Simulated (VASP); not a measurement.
Wanted: the native input for a VASP 6.6.1 run.

| Quantity | Value |
| --- | --- |
| Task | relaxation of the atoms |
| Functional | LDA |
| Potentials or basis | VASP PAW LDA potentials, release 64 (Si, N) |
| Cutoff | 520 eV |
| k mesh | 5 × 5 × 5 |
| Occupations | gaussian, width 0.01 eV |
| Spin | no spin polarisation |
| Dipole correction | no |
| Further INCAR settings | ALGO = Normal; EDIFF = 1e-07; IBRION = 2; EDIFFG = -0.003; NSW = 80 |

The structure of Si3N4 lies in POSCAR:

```
Si3N4
1.0
    0.0000000000      3.7231025000      3.7231025000
    3.7231025000      0.0000000000      3.7231025000
    3.7231025000      3.7231025000      0.0000000000
Si N
6 8
Direct
    0.1250000000      0.1250000000      0.1250000000
    0.6250000000      0.1250000000      0.1250000000
    0.1250000000      0.1250000000      0.6250000000
    0.1250000000      0.6250000000      0.1250000000
    0.5000000000      0.5000000000      0.5000000000
    0.7500000000      0.7500000000      0.7500000000
    0.8824000000      0.8824000000      0.8824000000
    0.8972000000      0.3676000000      0.3676000000
    0.8824000000      0.8824000000      0.3528000000
    0.3676000000      0.8972000000      0.3676000000
    0.3528000000      0.8824000000      0.8824000000
    0.3676000000      0.3676000000      0.3676000000
    0.8824000000      0.3528000000      0.8824000000
    0.3676000000      0.3676000000      0.8972000000
```

These files were run (other wordings do the same):

INCAR

```
ALGO = Normal ; EDIFF = 1E-7
EDIFFG = -0.003 ; ENCUT = 520
IBRION = 2 ; ISIF = 2
ISMEAR = 0 ; LASPH = True
LCHARG = False ; LREAL = False
LWAVE = False ; NELM = 60
NSW = 80 ; PREC = Accurate
SIGMA = 0.01
```

KPOINTS

```
k-points
0
Gamma
  5 5 5
```

Potentials or basis: VASP PAW LDA potentials, release 64 (Si, N).

Run with:

```sh
$ cat potpaw_LDA.64/Si/POTCAR potpaw_LDA.64/N/POTCAR > POTCAR
$ mpirun -np 1 vasp_std > vasp.out
```

Results of the run:

* Energy gained by relaxing: 0.6 meV/atom
* Ionic steps: 3
* Pressure after relaxing: 39.0 GPa
* Band gap on the k mesh: 3.74 eV

It took 98 s on 1 thread of AMD EPYC 7R13 Processor (Zen 3) (shared host), peak memory 0.16 GiB.
